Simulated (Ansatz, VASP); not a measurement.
InO: VASP beside Ansatz

```
In O
1.0
     3.59176    0.00000    0.00000
    -1.79588    3.11055    0.00000
     0.00000    0.00000   15.24202
In O
2 2
Direct
  0.66667 0.33333 0.59002
  0.66667 0.33333 0.40998
  0.00000 0.00000 0.63987
  0.00000 0.00000 0.36013
```

Change from the starting cell: strain +0.040 along x and y, -0.040 along z, atoms carried along.

Alike in both runs: task single point; functional r2SCAN; k mesh 12 × 12 × 2; occupations gaussian, width 0.05 eV; no spin polarisation.

```csv
,VASP,Ansatz
version,VASP 6.6.1,Ansatz 0.2.0
potentials or method,"VASP PAW PBE potentials, release 64 (In_d, O), cutoff 520 eV","scalar-relativistic, plane waves, PAW"
valence electrons in the cell,38,38
```

Ansatz gave:

* gap on the k mesh at the Fermi level (eV): 0.73
* least direct gap on the mesh (eV): 1.19
* rms of the force components (eV/Å): 0.558

Task: What did VASP give for the same quantities?

Result: gap on the k mesh at the Fermi level (eV): 0.72; least direct gap on the mesh (eV): 1.18; rms of the force components (eV/Å): 0.533.

VASP's potentials were made for PBE, not for r2SCAN. Atom by atom the forces differ by 0.028 eV/Å (rms over components).
